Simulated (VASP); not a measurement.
# Pd (Pm-3m) in VASP: notebook

The runs below take Pd through relaxation of cell and atoms, with PBEsol.

All numbers are computed with VASP 6.6.1; they aren't measurements. Logs are shortened: lines on timing, memory, paths and dates and some standing lists are left out, and cuts for length are marked.

### 1 The cell of the first run

Symmetry: Pm-3m, No. 221, cubic system. Conventional cell: a = 2.530 Å, b = 2.530 Å, c = 2.530 Å, α = 90.00°, β = 90.00°, γ = 90.00°. Within 3.3 Å of Pd (site symmetry m-3m) lie 6 Pd at 2.53 Å.

This isn't the form of Pd at room conditions, which is fcc.

### 2 Relaxation of cell and atoms, PBEsol

The input, INCAR:

```
ALGO     = Normal         # electronic algorithm
EDIFF    = 1E-7           # SCF threshold, eV
EDIFFG   = -0.02          # ionic threshold
ENCUT    = 500            # plane-wave cutoff, eV
GGA      = PS             # functional
GGA_COMPAT= False        
IBRION   = 2              # ionic algorithm
ISIF     = 3              # what is computed and relaxed
ISMEAR   = -1             # smearing method
LASPH    = True           # aspherical terms in the spheres
LCHARG   = False          # write CHGCAR
LREAL    = False          # projectors in reciprocal space
LWAVE    = False          # write WAVECAR
NELM     = 120            # most SCF steps
NELMIN   = 4            
NSW      = 60             # ionic steps
PREC     = Accurate       # precision mode
SIGMA    = 0.05           # smearing width, eV
```

The input, KPOINTS:

```
k-points
0
Gamma
  10 10 10
```

The input, POSCAR:

```
Pd
1.0
    2.5300000000      0.0000000000      0.0000000000
    0.0000000000      2.5300000000      0.0000000000
    0.0000000000      0.0000000000      2.5300000000
Pd
1
Direct
    0.0000000000      0.0000000000      0.0000000000
```

Potentials or basis: VASP PAW PBE potentials, release 64 (Pd).

Started as:

```sh
$ cat potpaw_PBE.64/Pd/POTCAR > POTCAR
$ mpirun -np 1 vasp_std > vasp.out
```

OUTCAR:

```text
EDIFF = 1E-7
   EDIFFG = -0.02
   ENCUT = 500
   GGA = PS
   IBRION = 2
   ISIF = 3
   ISMEAR = -1
   LASPH = True
   LREAL = False
   NELM = 120
   NELMIN = 4
   NSW = 60
   PREC = Accurate

 ion  position               nearest neighbor table
   1  0.000  0.000  0.000-

  LATTYP: Found a simple cubic cell.
 ALAT       =     2.5300000000

  Lattice vectors:

 A1 = (   2.5300000000,   0.0000000000,   0.0000000000)
 A2 = (   0.0000000000,   2.5300000000,   0.0000000000)
 A3 = (   0.0000000000,   0.0000000000,   2.5300000000)

Analysis of symmetry for initial positions (statically):
=====================================================================
 Subroutine PRICEL returns:
 Original cell was already a primitive cell.

 Routine SETGRP: Setting up the symmetry group for a
 simple cubic supercell.

 Subroutine GETGRP returns: Found 48 space group operations
 (whereof 48 operations were pure point group operations)
 out of a pool of 48 trial point group operations.

The static configuration has the point symmetry O_h .

Analysis of symmetry for dynamics (positions and initial velocities):
=====================================================================
 Subroutine PRICEL returns:
 Original cell was already a primitive cell.

 Routine SETGRP: Setting up the symmetry group for a
 simple cubic supercell.

 Subroutine GETGRP returns: Found 48 space group operations
 (whereof 48 operations were pure point group operations)
 out of a pool of 48 trial point group operations.

The dynamic configuration has the point symmetry O_h .

 Subroutine INISYM returns: Found 48 space group operations
 (whereof 48 operations are pure point group operations),
 and found     1 'primitive' translations

----------------------------------------------------------------------------------------

                                     Primitive cell

  volume of cell :      16.1943

  direct lattice vectors                    reciprocal lattice vectors
     2.530000000  0.000000000  0.000000000     0.395256917  0.000000000  0.000000000
     0.000000000  2.530000000  0.000000000     0.000000000  0.395256917  0.000000000
     0.000000000  0.000000000  2.530000000     0.000000000  0.000000000  0.395256917

  length of vectors
     2.530000000  2.530000000  2.530000000     0.395256917  0.395256917  0.395256917

  position of ions in fractional coordinates (direct lattice)
     0.000000000  0.000000000  0.000000000

  ion indices of the primitive-cell ions
   primitive index   ion index
                 1           1

----------------------------------------------------------------------------------------

 KPOINTS: k-points

Automatic generation of k-mesh.
 Grid dimensions read from file:
 generate k-points for:   10   10   10

 Generating k-lattice:

  Cartesian coordinates                     Fractional coordinates (reciprocal lattice)
     0.039525692  0.000000000  0.000000000     0.100000000  0.000000000  0.000000000
     0.000000000  0.039525692  0.000000000     0.000000000  0.100000000  0.000000000
     0.000000000  0.000000000  0.039525692     0.000000000  0.000000000  0.100000000

  Length of vectors
     0.039525692  0.039525692  0.039525692

  Shift w.r.t. Gamma in fractional coordinates (k-lattice)
     0.000000000  0.000000000  0.000000000

 Subroutine IBZKPT returns following result:
 ===========================================

 Found     56 irreducible k-points:

 Following reciprocal coordinates:
            Coordinates               Weight
  0.000000  0.000000  0.000000      1.000000
  0.100000  0.000000  0.000000      6.000000
  0.200000  0.000000  0.000000      6.000000
  0.300000  0.000000  0.000000      6.000000
  0.400000  0.000000  0.000000      6.000000
  0.500000  0.000000  0.000000      3.000000
[... 16 lines left out ...]
  0.200000  0.100000  0.100000     24.000000
  0.300000  0.100000  0.100000     24.000000
 [... further k-points ...]
   k-points           NKPTS =     56   k-points in BZ     NKDIM =     56   number of bands    NBANDS=      9
   number of dos      NEDOS =    301   number of ions     NIONS =      1
   total plane-waves  NPLWV =   5832
   dimension x,y,z NGX =    18 NGY =   18 NGZ =   18
   dimension x,y,z NGXF=    36 NGYF=   36 NGZF=   36
   ions per type =               1
   NGX,Y,Z   is equivalent  to a cutoff of  11.83, 11.83, 11.83 a.u.
   NGXF,Y,Z  is equivalent  to a cutoff of  23.66, 23.66, 23.66 a.u.
 SYSTEM =  unknown system
   PREC   = accura    normal or accurate (medium, high low for compatibility)
   ISTART =      0    job   : 0-new  1-cont  2-samecut
   ICHARG =      2    charge: 1-file 2-atom 10-const
   ISPIN  =      1    spin polarized calculation?
   LNONCOLLINEAR =      F non collinear calculations
   LSORBIT =      F    spin-orbit coupling
   LASPH  =      T    aspherical Exc in radial PAW
   ENCUT  =  500.0 eV  36.75 Ry    6.06 a.u.   4.61  4.61  4.61*2*pi/ulx,y,z
   NELM   =    120;   NELMIN=  4; NELMDL= -5     # of ELM steps
   EDIFF  = 0.1E-06   stopping-criterion for ELM
   LREAL  =      F    real-space projection
   EDIFFG = -.2E-01   stopping-criterion for IOM
   NSW    =     60    number of steps for IOM
   IBRION =      2    ionic relax: 0-MD 1-quasi-New 2-CG
   NFREE  =      1    steps in history (QN), initial steepest desc. (CG)
   ISIF   =      3    stress and relaxation
   ISYM   =      2    0-nonsym 1-usesym 2-fastsym
   POTIM  = 0.5000    time-step for ionic-motion
   TEBEG  =    0.0;   TEEND  =   0.0 temperature during run
   PSTRESS=    0.0 pullay stress
   NELECT =      10.0000    total number of electrons
   NUPDOWN=      -1.0000    fix difference up-down
   EMIN   =  10.00;   EMAX   =-10.00  energy-range for DOS
   EFERMI =   0.00;   METHOD = LEGACY
   ISMEAR =    -1;   SIGMA  =   0.05  broadening in eV -4-tet -1-fermi 0-gaus
   EFERMI_NEDOS =   21; number of points for ismear=-14 and -15
   IALGO  =     38    algorithm
   IMIX   =      4    mixing-type and parameters
     AMIX     =   0.40;   BMIX     =  1.00
     AMIX_MAG =   1.60;   BMIX_MAG =  1.00
  volume/ion in A,a.u.               =      16.19       109.28
  Fermi-wavevector in a.u.,A,eV,Ry     =   1.394080  2.634429 26.442359  1.943459
  Thomas-Fermi vector in A             =   2.517664
   LORBIT       =      0    0 simple, 1 ext, 2 COOP (PROOUT), +10 PAW based schemes
   GGA     = PS    functional components
   LHFCALC =     F    Hartree Fock is set to
   AEXX    =    0.0000 exact exchange contribution
   IVDW    =     0    specifies the selected vdW correction
   LEPSILON=     F    determine dielectric tensor
   LRPA    =     F    only Hartree local field effects (RPA)
 conjugate gradient relaxation of ions
 non-spin polarized calculation
  energy-cutoff  :      500.00
  volume of cell :       16.19
 maximum number of plane-waves:       437
   NGX =  9   NGY =  9   NGZ =  9

--------------------------------------- Ionic step        1  -------------------------------------------

 number of electron      10.0000000 magnetization

 number of electron       9.9999995 magnetization

 Free energy of the ion-electron system (eV)
  ---------------------------------------------------
  ext. energy  EPLUGINS =         0.00000000
  ---------------------------------------------------
  free energy    TOTEN  =        -5.37246061 eV

  energy without entropy =       -5.36188540  energy(sigma->0) =       -5.36717301

------------------------ aborting loop because EDIFF is reached ----------------------------------------

  FORCE on cell =-STRESS in cart. coord.  units (eV):
  Direction    XX          YY          ZZ          XY          YZ          ZX
  --------------------------------------------------------------------------------------
  -------------------------------------------------------------------------------------
  Total        0.6044925      0.6044925      0.6044925     -0.0000000     -0.0000000      0.0000000
  in kB       59.8053361     59.8053361     59.8053361     -0.0000000     -0.0000000      0.0000000
  external PRESSURE =      59.8053361 kB  Pullay stress =       0.0000000 kB
[... 55 lines left out ...]
  energy  without entropy=       -5.3535517772  energy(sigma->0) =       -5.35963408

--------------------------------------- Ionic step        3  -------------------------------------------

 number of electron       9.9999998 magnetization

 Free energy of the ion-electron system (eV)
  ---------------------------------------------------
  ext. energy  EPLUGINS =         0.00000000
  ---------------------------------------------------
  free energy    TOTEN  =        -5.38337573 eV

  energy without entropy =       -5.37198445  energy(sigma->0) =       -5.37768009

 E-fermi :   7.8575     XC(G=0): -12.4621

 val. band max:        7.8470979970   @ k =   0.4000   0.1000   0.0000
 cond. band min:       7.8642126620   @ k =   0.5000   0.1000   0.0000
 fundamental gap:      0.0171146650
 Fermi energy:         7.8574891778

 k-point     1 :       0.0000    0.0000    0.0000
  band No.  band energies     occupation
      1       1.4258      2.00000
      2       2.9252      2.00000
      3       2.9252      2.00000
      4       7.8698      0.87784
      5       7.8698      0.87784
      6       7.8698      0.87783
      7      24.6316      0.00000
      8      24.6316      0.00000
      9      24.6316      0.00000
[... 265 lines left out ...]
 k-point    24 :       0.3000    0.1000    0.1000
  band No.  band energies     occupation
      1       3.4250      2.00000
      2       3.6067      2.00000
      3       5.0974      2.00000
      4       6.4724      2.00000
      5       7.0377      2.00000
      6       7.6304      1.97893
      7      17.2361      0.00000
      8      25.5266      0.00000
      9      25.6240      0.00000

 [... further k-points ...]

------------------------ aborting loop because EDIFF is reached ----------------------------------------

  FORCE on cell =-STRESS in cart. coord.  units (eV):
  Direction    XX          YY          ZZ          XY          YZ          ZX
  --------------------------------------------------------------------------------------
  -------------------------------------------------------------------------------------
  Total       -0.0053743     -0.0053743     -0.0053743     -0.0000000      0.0000000     -0.0000000
  in kB       -0.5122281     -0.5122281     -0.5122281     -0.0000000      0.0000000     -0.0000000
  external PRESSURE =      -0.5122281 kB  Pullay stress =       0.0000000 kB
[... 16 lines left out ...]
  FREE ENERGIE OF THE ION-ELECTRON SYSTEM (eV)
  ---------------------------------------------------
  free  energy   TOTEN  =        -5.3833757315 eV

  energy  without entropy=       -5.3719844472  energy(sigma->0) =       -5.37768009

 reached required accuracy - stopping structural energy minimisation
```

It took 29 s on 1 thread of AMD EPYC 7R13, shared host; peak memory 0.09 GiB.

Results:

```yaml
Free_energy: -5.3834 eV
Relaxed_volume: 16.81 Å³/atom
Relaxed_cell: a = 2.562 Å, b = 2.562 Å, c = 2.562 Å, α = 90.00°, β = 90.00°, γ = 90.00°
Space_group_after_relaxing_to_0.1_Å: Pm-3m (No. 221)
Energy_gained_by_relaxing: 10.9 meV/atom
Ionic_steps: 3
Pressure_after_relaxing: -0.1 GPa
Band_gap_on_the_k_mesh: zero (bands 5 and 6 overlap by 1.98 eV)
```

Step by step:
```tsv
step	energy change (eV)	largest force (eV/Å)	pressure (GPa)	volume (Å³)
1	0.0000	0.0000	5.98	16.19
2	0.0067	0.0000	-6.31	17.65
3	-0.0109	0.0000	-0.05	16.81
```

Final structure:
```cif
data_structure
_symmetry_space_group_name_H-M 'P 1'
_symmetry_Int_Tables_number 1
_cell_length_a 2.5617
_cell_length_b 2.5617
_cell_length_c 2.5617
_cell_angle_alpha 90.000
_cell_angle_beta 90.000
_cell_angle_gamma 90.000
_cell_volume 16.81
loop_
_atom_site_label
_atom_site_type_symbol
_atom_site_fract_x
_atom_site_fract_y
_atom_site_fract_z
_atom_site_occupancy
Pd1 Pd 0.00000 0.00000 0.00000 1
```

Caveat: the PAW data sets were made with another functional, which shifts forces and pressure a little.

### 3 Relaxation of cell and atoms, PBEsol

This run uses another cell than the first one, of 16.84 Å³/atom.

The input, INCAR:

```
SYSTEM = Pd
PREC = Accurate ; ENCUT = 500
EDIFF = 1E-7 ; ISMEAR = -1
SIGMA = 0.05 ; LREAL = .FALSE.
LASPH = .TRUE. ; NELM = 120
ALGO = Normal ; ISIF = 3
LWAVE = .FALSE. ; LCHARG = .FALSE.
GGA = PS ; IBRION = 2
NSW = 60 ; EDIFFG = -0.02
GGA_COMPAT = .FALSE. ; NELMIN = 4
```

The input, KPOINTS:

```
regular mesh
0
G
  10 10 10
  0 0 0
```

The input, POSCAR:

```
Pd
1.0
    2.5632091851      0.0000000000      0.0000000000
    0.0000000000      2.5632091851      0.0000000000
    0.0000000000      0.0000000000      2.5632091851
Pd
1
Direct
    0.0000000000      0.0000000000      0.0000000000
```

Potentials or basis: VASP PAW PBE potentials, release 64 (Pd).

Started as:

```sh
$ cat potpaw_PBE.64/Pd/POTCAR > POTCAR
$ mpirun -np 1 vasp_std > vasp.out
```

Run time: 26 s. Hardware: 1 thread of AMD EPYC 7R13, shared host; peak memory 0.1 GiB.

The run converged. Its results:

```
Free energy                           : -5.3835 eV
Relaxed volume                        : 16.80 Å³/atom
Relaxed cell                          : a = 2.561 Å, b = 2.561 Å, c = 2.561 Å, α = 90.00°, β = 90.00°, γ = 90.00°
Space group after relaxing (to 0.1 Å) : Pm-3m (No. 221)
Energy gained by relaxing             : 0.0 meV/atom
Ionic steps                           : 3
Pressure after relaxing               : 0.0 GPa
Band gap on the k mesh                : zero (bands 5 and 6 overlap by 1.99 eV)
```

Final structure:
```
CELL_PARAMETERS angstrom
2.56115 0.00000 0.00000
0.00000 2.56115 0.00000
0.00000 0.00000 2.56115
ATOMIC_POSITIONS crystal
Pd 0.00000 0.00000 0.00000
```

Levels at points of the mesh, in eV from the Fermi level:
```
           k point  band 2  band 3  band 4  band 5  band 6  band 7  band 8  band 9
(0.00, 0.00, 0.00)   -4.94   -4.94    0.01    0.01    0.01   16.78   16.78   16.78
(0.50, 0.00, 0.00)   -4.25   -1.68   -1.68    0.15    0.17    5.09   18.36   21.49
(0.50, 0.50, 0.00)   -3.71   -1.36   -1.36    1.22    5.52    5.52   12.11   12.62
(0.50, 0.50, 0.50)   -4.22   -4.22    1.32    1.32   10.93   11.46   11.46   11.46
```

Caveat: the PAW data sets were made with another functional, which shifts forces and pressure a little.
